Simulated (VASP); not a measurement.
# WSe2 in VASP: single point with PBE+D3(BJ)

Aim: the single point of WSe2 with PBE+D3(BJ).

Program: VASP 6.6.1. These are calculated values, not measurements. Logs are shortened: lines on timing, memory, paths and dates and some standing lists are left out, and cuts for length are marked.

### 1 The cell of the first run

The cell holds a sheet with vacuum, 6 atoms: a = 3.282 Å, b = 3.282 Å, c = 43.460 Å, α = 90.00°, β = 90.00°, γ = 120.00°.

### 2 Single point, PBE+D3(BJ)

The input, INCAR:

```
SYSTEM = WSe2
PREC     = Accurate       ! precision mode
ENCUT    = 520            ! plane-wave cutoff, eV
EDIFF    = 1E-6           ! SCF threshold, eV
ISMEAR   = 0              ! smearing method
SIGMA    = 0.02           ! smearing width, eV
LREAL    = .FALSE.        ! projectors in reciprocal space
LASPH    = .TRUE.         ! aspherical terms in the spheres
NELM     = 100            ! most SCF steps
ALGO     = Normal         ! electronic algorithm
ISIF     = 2              ! what is computed and relaxed
LWAVE    = .FALSE.        ! write WAVECAR
LCHARG   = .FALSE.        ! write CHGCAR
LDIPOL   = .TRUE.       
IDIPOL   = 3            
DIPOL    = 0.5 0.5 0.320
GGA      = PE             ! functional
IVDW     = 12             ! dispersion correction
NBANDS   = 35             ! bands
```

The input, KPOINTS:

```
Automatic mesh
0
G
  12 12 1
  0 0 0
```

The input, POSCAR:

```
WSe2
1.0
    3.2820000000      0.0000000000      0.0000000000
   -1.6410000000      2.8422953752      0.0000000000
    0.0000000000      0.0000000000     43.4599999996
Se W
4 2
Direct
    0.6666666667      0.3333333333      0.2077106576
    0.6666666667      0.3333333333      0.2852461752
    0.3333333333      0.6666666667      0.3551127756
    0.3333333333      0.6666666667      0.4326482932
    0.3333333333      0.6666666667      0.2464858934
    0.6666666667      0.3333333333      0.3938730573
```

Potentials or basis: VASP PAW PBE potentials, release 64 (Se, W_sv).

The run is started by

```sh
> cat potpaw_PBE.64/Se/POTCAR potpaw_PBE.64/W_sv/POTCAR > POTCAR
> mpirun -np 1 vasp_std > vasp.out
```

OUTCAR:

```text
SYSTEM = WSe2
   PREC = Accurate
   ENCUT = 520
   EDIFF = 1E-6
   ISMEAR = 0
   LREAL = .FALSE.
   LASPH = .TRUE.
   NELM = 100
   ISIF = 2
   GGA = PE
   IVDW = 12
 IVDW          = 12

 ion  position               nearest neighbor table
   1  0.667  0.333  0.208-   5 2.54   5 2.54   5 2.54
   2  0.667  0.333  0.285-   5 2.54   5 2.54   5 2.54
   3  0.333  0.667  0.355-   6 2.54   6 2.54   6 2.54
   4  0.333  0.667  0.433-   6 2.54   6 2.54   6 2.54
   5  0.333  0.667  0.246-   2 2.54   2 2.54   2 2.54   1 2.54   1 2.54   1 2.54
   6  0.667  0.333  0.394-   3 2.54   3 2.54   3 2.54   4 2.54   4 2.54   4 2.54

  LATTYP: Found a hexagonal cell.
 ALAT       =     3.2820000000
 C/A-ratio  =    13.2419256550

  Lattice vectors:

 A1 = (   3.2820000000,   0.0000000000,   0.0000000000)
 A2 = (  -1.6410000000,   2.8422953752,   0.0000000000)
 A3 = (   0.0000000000,   0.0000000000,  43.4599999996)

Analysis of symmetry for initial positions (statically):
=====================================================================
 Subroutine PRICEL returns:
 Original cell was already a primitive cell.

 Routine SETGRP: Setting up the symmetry group for a
 hexagonal supercell.

 Subroutine GETGRP returns: Found 12 space group operations
 (whereof  6 operations were pure point group operations)
 out of a pool of 24 trial point group operations.

The static configuration has the point symmetry C_3v.
 The point group associated with its full space group is D_3d.

Analysis of symmetry for dynamics (positions and initial velocities):
=====================================================================
 Subroutine PRICEL returns:
 Original cell was already a primitive cell.

 Routine SETGRP: Setting up the symmetry group for a
 hexagonal supercell.

 Subroutine GETGRP returns: Found 12 space group operations
 (whereof  6 operations were pure point group operations)
 out of a pool of 24 trial point group operations.

The dynamic configuration has the point symmetry C_3v.
 The point group associated with its full space group is D_3d.

 Subroutine INISYM returns: Found 12 space group operations
 (whereof  6 operations are pure point group operations),
 and found     1 'primitive' translations

----------------------------------------------------------------------------------------

                                     Primitive cell

  volume of cell :     405.4128

  direct lattice vectors                    reciprocal lattice vectors
     3.282000000  0.000000000  0.000000000     0.304692261  0.175914159  0.000000000
    -1.641000000  2.842295375  0.000000000     0.000000000  0.351828318  0.000000000
     0.000000000  0.000000000 43.460000000     0.000000000  0.000000000  0.023009664

  length of vectors
     3.282000000  3.282000000 43.460000000     0.351828318  0.351828318  0.023009664

  position of ions in fractional coordinates (direct lattice)
     0.666666667  0.333333333  0.207710658
     0.666666667  0.333333333  0.285246175
     0.333333333  0.666666667  0.355112776
     0.333333333  0.666666667  0.432648293
     0.333333333  0.666666667  0.246485893
     0.666666667  0.333333333  0.393873057

  ion indices of the primitive-cell ions
   primitive index   ion index
                 1           1
                 2           2
                 3           3
                 4           4
                 5           5
                 6           6

----------------------------------------------------------------------------------------

 KPOINTS: Automatic mesh

Automatic generation of k-mesh.
 Grid dimensions read from file:
 generate k-points for:   12   12    1

 Generating k-lattice:

  Cartesian coordinates                     Fractional coordinates (reciprocal lattice)
     0.025391022  0.014659513  0.000000000     0.083333333 -0.000000000  0.000000000
     0.000000000  0.029319026  0.000000000     0.000000000  0.083333333  0.000000000
     0.000000000  0.000000000  0.023009664     0.000000000  0.000000000  1.000000000

  Length of vectors
     0.029319026  0.029319026  0.023009664

  Shift w.r.t. Gamma in fractional coordinates (k-lattice)
     0.000000000  0.000000000  0.000000000

 Subroutine IBZKPT returns following result:
 ===========================================

 Found     19 irreducible k-points:

 Following reciprocal coordinates:
            Coordinates               Weight
  0.000000  0.000000  0.000000      1.000000
  0.083333  0.000000  0.000000      6.000000
  0.166667  0.000000  0.000000      6.000000
  0.250000  0.000000  0.000000      6.000000
  0.333333  0.000000  0.000000      6.000000
  0.416667  0.000000  0.000000      6.000000
[... 11 lines left out ...]
  0.333333  0.250000  0.000000     12.000000
  0.333333  0.333333  0.000000      2.000000
   k-points           NKPTS =     19   k-points in BZ     NKDIM =     19   number of bands    NBANDS=     35
   number of dos      NEDOS =    301   number of ions     NIONS =      6
   total plane-waves  NPLWV = 186624
   dimension x,y,z NGX =    24 NGY =   24 NGZ =  324
   dimension x,y,z NGXF=    48 NGYF=   48 NGZF=  648
   ions per type =               4   2
   NGX,Y,Z   is equivalent  to a cutoff of  12.16, 12.16, 12.39 a.u.
   NGXF,Y,Z  is equivalent  to a cutoff of  24.31, 24.31, 24.79 a.u.
 SYSTEM =  WSe2
   PREC   = accura    normal or accurate (medium, high low for compatibility)
   ISTART =      0    job   : 0-new  1-cont  2-samecut
   ICHARG =      2    charge: 1-file 2-atom 10-const
   ISPIN  =      1    spin polarized calculation?
   LNONCOLLINEAR =      F non collinear calculations
   LSORBIT =      F    spin-orbit coupling
   LASPH  =      T    aspherical Exc in radial PAW
   ENCUT  =  520.0 eV  38.22 Ry    6.18 a.u.   6.10  6.10 80.81*2*pi/ulx,y,z
   NELM   =    100;   NELMIN=  2; NELMDL= -5     # of ELM steps
   EDIFF  = 0.1E-05   stopping-criterion for ELM
   LREAL  =      F    real-space projection
   EDIFFG = 0.1E-04   stopping-criterion for IOM
   NSW    =      0    number of steps for IOM
   IBRION =     -1    ionic relax: 0-MD 1-quasi-New 2-CG
   NFREE  =      0    steps in history (QN), initial steepest desc. (CG)
   ISIF   =      2    stress and relaxation
   ISYM   =      2    0-nonsym 1-usesym 2-fastsym
   POTIM  = 0.5000    time-step for ionic-motion
   TEBEG  =    0.0;   TEEND  =   0.0 temperature during run
   PSTRESS=    0.0 pullay stress
   NELECT =      52.0000    total number of electrons
   NUPDOWN=      -1.0000    fix difference up-down
   EMIN   =  10.00;   EMAX   =-10.00  energy-range for DOS
   EFERMI =   0.00;   METHOD = LEGACY
   ISMEAR =     0;   SIGMA  =   0.02  broadening in eV -4-tet -1-fermi 0-gaus
   EFERMI_NEDOS =   21; number of points for ismear=-14 and -15
   IALGO  =     38    algorithm
   IMIX   =      4    mixing-type and parameters
     AMIX     =   0.40;   BMIX     =  1.00
     AMIX_MAG =   1.60;   BMIX_MAG =  1.00
  volume/ion in A,a.u.               =      67.57       455.98
  Fermi-wavevector in a.u.,A,eV,Ry     =   0.825613  1.560183  9.274243  0.681638
  Thomas-Fermi vector in A             =   1.937503
   LORBIT       =      0    0 simple, 1 ext, 2 COOP (PROOUT), +10 PAW based schemes
   GGA     = PE    functional components
   LHFCALC =     F    Hartree Fock is set to
   AEXX    =    0.0000 exact exchange contribution
   IVDW    =    12    specifies the selected vdW correction
   LEPSILON=     F    determine dielectric tensor
   LRPA    =     F    only Hartree local field effects (RPA)
 non-spin polarized calculation
 Gauss-broadening in eV      SIGMA  =   0.02
  energy-cutoff  :      520.00
  volume of cell :      405.41
 maximum number of plane-waves:     11034
   NGX = 13   NGY = 13   NGZ =161

 dipolmoment           0.000000      0.000000      0.000007 electrons x Angstroem

 number of electron      51.9999993 magnetization

 dipolmoment           0.000000      0.000000     -0.000002 electrons x Angstroem

 Free energy of the ion-electron system (eV)
  ---------------------------------------------------
  ext. energy  EPLUGINS =         0.00000000
  ---------------------------------------------------
  free energy    TOTEN  =       -43.15594897 eV

  energy without entropy =      -43.15594897  energy(sigma->0) =      -43.15594897

 E-fermi :  -1.3329     XC(G=0):  -3.4775

 val. band max:       -1.6140258033   @ k =   0.0000   0.0000   0.0000
 cond. band min:      -0.3315370109   @ k =   0.1667   0.1667   0.0000
 fundamental gap:      1.2824887924
 Fermi energy:        -1.3328859913

 k-point     1 :       0.0000    0.0000    0.0000
  band No.  band energies     occupation
      1     -75.7847      2.00000
      2     -75.7847      2.00000
      3     -40.0326      2.00000
      4     -40.0326      2.00000
      5     -39.8970      2.00000
      6     -39.8970      2.00000
[... 27 lines left out ...]
     34       1.4544      0.00000
     35       2.6423      0.00000

 k-point     2 :       0.0833    0.0000    0.0000
  band No.  band energies     occupation
      1     -75.7840      2.00000
      2     -75.7840      2.00000
      3     -40.0296      2.00000
      4     -40.0296      2.00000
      5     -39.9131      2.00000
      6     -39.9131      2.00000
[... 27 lines left out ...]
     34       1.4550      0.00000
     35       2.9361      0.00000

 k-point     3 :       0.1667    0.0000    0.0000
  band No.  band energies     occupation
      1     -75.7820      2.00000
      2     -75.7820      2.00000
      3     -40.0212      2.00000
      4     -40.0212      2.00000
      5     -39.9569      2.00000
      6     -39.9569      2.00000
[... 27 lines left out ...]
     34       1.8802      0.00000
     35       3.3743      0.00000

 k-point     4 :       0.2500    0.0000    0.0000
  band No.  band energies     occupation
      1     -75.7794      2.00000
      2     -75.7794      2.00000
      3     -40.0162      2.00000
      4     -40.0162      2.00000
      5     -40.0098      2.00000
      6     -40.0098      2.00000
[... 27 lines left out ...]
     34       2.3089      0.00000
     35       3.9330      0.00000

 k-point     5 :       0.3333    0.0000    0.0000
  band No.  band energies     occupation
      1     -75.7767      2.00000
      2     -75.7767      2.00000
      3     -40.0748      2.00000
      4     -40.0748      2.00000
      5     -39.9983      2.00000
      6     -39.9983      2.00000
[... 448 lines left out ...]
 k-point    17 :       0.2500    0.2500    0.0000
  band No.  band energies     occupation
      1     -75.7741      2.00000
      2     -75.7741      2.00000
      3     -40.0893      2.00000
      4     -40.0893      2.00000
      5     -39.9976      2.00000
      6     -39.9976      2.00000
[... 27 lines left out ...]
     34       3.1149      0.00000
     35       4.2022      0.00000

 k-point    18 :       0.3333    0.2500    0.0000
  band No.  band energies     occupation
      1     -75.7731      2.00000
      2     -75.7731      2.00000
      3     -40.0922      2.00000
      4     -40.0922      2.00000
      5     -40.0213      2.00000
      6     -40.0213      2.00000
[... 27 lines left out ...]
     34       3.1113      0.00000
     35       3.9347      0.00000

 k-point    19 :       0.3333    0.3333    0.0000
  band No.  band energies     occupation
      1     -75.7728      2.00000
      2     -75.7728      2.00000
      3     -40.0735      2.00000
      4     -40.0735      2.00000
      5     -40.0498      2.00000
      6     -40.0498      2.00000
[... 27 lines left out ...]
     34       3.1263      0.00000
     35       4.2909      0.00000

------------------------ aborting loop because EDIFF is reached ----------------------------------------

 vacuum level on the upper side and lower side of the slab       (xc-potential included)        -0.117        -0.118

 Edisp (eV)   -2.41969

 E8    (eV) :    -1.1142

  FORCE on cell =-STRESS in cart. coord.  units (eV):
  Direction    XX          YY          ZZ          XY          YZ          ZX
  --------------------------------------------------------------------------------------
  -------------------------------------------------------------------------------------
  Total       0.22037     0.22037     0.28888     0.00000     0.00000     0.00000
  in kB       0.87090     0.87090     1.14166     0.00000     0.00000     0.00000
  external pressure =        0.96 kB  Pullay stress =        0.00 kB

 VOLUME and BASIS-vectors are now :
 -----------------------------------------------------------------------------
  energy-cutoff  :      520.00
  volume of cell :      405.41
      direct lattice vectors                 reciprocal lattice vectors
     3.282000000  0.000000000  0.000000000     0.304692261  0.175914159  0.000000000
    -1.641000000  2.842295375  0.000000000     0.000000000  0.351828318  0.000000000
     0.000000000  0.000000000 43.460000000     0.000000000  0.000000000  0.023009664

 POSITION                                       TOTAL-FORCE (eV/Angst)
 -----------------------------------------------------------------------------------
      1.64100      0.94743      9.02711        -0.000000      0.000000     -0.046780
      1.64100      0.94743     12.39680        -0.000000     -0.000000      0.047119
     -0.00000      1.89486     15.43320         0.000000     -0.000000     -0.047119
     -0.00000      1.89486     18.80289         0.000000     -0.000000      0.046780
     -0.00000      1.89486     10.71228         0.000000     -0.000000     -0.000719
      1.64100      0.94743     17.11772        -0.000000      0.000000      0.000719
 -----------------------------------------------------------------------------------
    total drift:                               -0.000000      0.000000     -0.000085

  FREE ENERGIE OF THE ION-ELECTRON SYSTEM (eV)
  ---------------------------------------------------
  free  energy   TOTEN  =       -45.5756384939 eV

  energy  without entropy=      -45.5756384939  energy(sigma->0) =      -45.57563849

 vacuum level on the upper side and lower side of the slab         3.217         3.216
```

Run time: 13 min. Hardware: 1 thread of Intel Xeon 8259CL, shared host; peak memory 0.59 GiB.

What came out:

| Item | Value |
| --- | --- |
| Free energy | -45.5756 eV |
| Largest force | 0.047 eV/Å |
| Band gap on the k mesh | 1.28 eV, indirect (least direct gap 1.62 eV) |
| Dispersion energy per atom | -0.403 eV |

Forces in eV/Å, atoms in the order of the input:
```
Se   0.000  0.000 -0.047
Se   0.000  0.000  0.047
Se   0.000  0.000 -0.047
Se   0.000  0.000  0.047
W    0.000  0.000 -0.001
W    0.000  0.000  0.001
```

Levels at points of the mesh, in eV from the valence-band top:
| k point | band 23 | band 24 | band 25 | band 26 | band 27 | band 28 | band 29 | band 30 |
| --- | --- | --- | --- | --- | --- | --- | --- | --- |
| (0.00, 0.00, 0.00) | -1.29 | -1.29 | -0.74 | 0.00 | 2.81 | 2.81 | 2.86 | 2.86 |
| (0.50, 0.00, 0.00) | -1.22 | -1.14 | -1.10 | -0.95 | 2.33 | 2.36 | 2.57 | 2.77 |

Caveat: spin-orbit coupling is left out, which moves the levels of the heavy elements.
